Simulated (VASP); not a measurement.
Wanted: the native input for a VASP 6.6.1 run.

* Task: single point
* Functional: LDA
* Potentials or basis: VASP PAW LDA potentials, release 64 (Ir_sv_GW)
* Cutoff: 560 eV
* k mesh: 9 × 9 × 5
* Occupations: fermi-dirac, width 0.05 eV
* Spin: no spin polarisation
* Dipole correction: no
* Further INCAR settings: ALGO = Normal; EDIFF = 1e-06; NBANDS = 24

The structure of Ir lies in POSCAR:

```
Ir
1.0
    2.7046182860      0.0000000000      0.0000000000
   -1.3523091430      2.3422681432      0.0000000000
    0.0000000000      0.0000000000      4.3880097921
Ir
2
Direct
    0.3333333333      0.6666666667      0.2500000000
    0.6666666667      0.3333333333      0.7500000000
```

This isn't the form of Ir at room conditions, which is fcc.

One way to write it, as run:

INCAR

```
ALGO     = Normal         # electronic algorithm
EDIFF    = 1E-6           # SCF threshold, eV
ENCUT    = 560            # plane-wave cutoff, eV
GGA_COMPAT= False        
ISIF     = 2              # what is computed and relaxed
ISMEAR   = -1             # smearing method
LASPH    = True           # aspherical terms in the spheres
LCHARG   = True           # write CHGCAR
LELF     = True           # ELF
LREAL    = False          # projectors in reciprocal space
LVHAR    = True         
LWAVE    = False          # write WAVECAR
NBANDS   = 24             # bands
NELM     = 120            # most SCF steps
PREC     = Accurate       # precision mode
SIGMA    = 0.05           # smearing width, eV
```

KPOINTS

```
k-points
0
Gamma
  9 9 5
```

Potentials or basis: VASP PAW LDA potentials, release 64 (Ir_sv_GW).

Command:

```sh
$ cat potpaw_LDA.64/Ir_sv_GW/POTCAR > POTCAR
$ mpirun -np 1 vasp_std > vasp.out
```

It gave:

```yaml
Pressure: -0.3 GPa
Band_gap_on_the_k_mesh: zero (bands 17 and 18 overlap by 3.19 eV)
```

Caveat: spin-orbit coupling is left out, which moves the levels of the heavy elements.

Wall time 23 s on 1 thread of AMD EPYC 7R43 64-Core Processor (Zen 3) (shared host), peak memory 0.12 GiB.
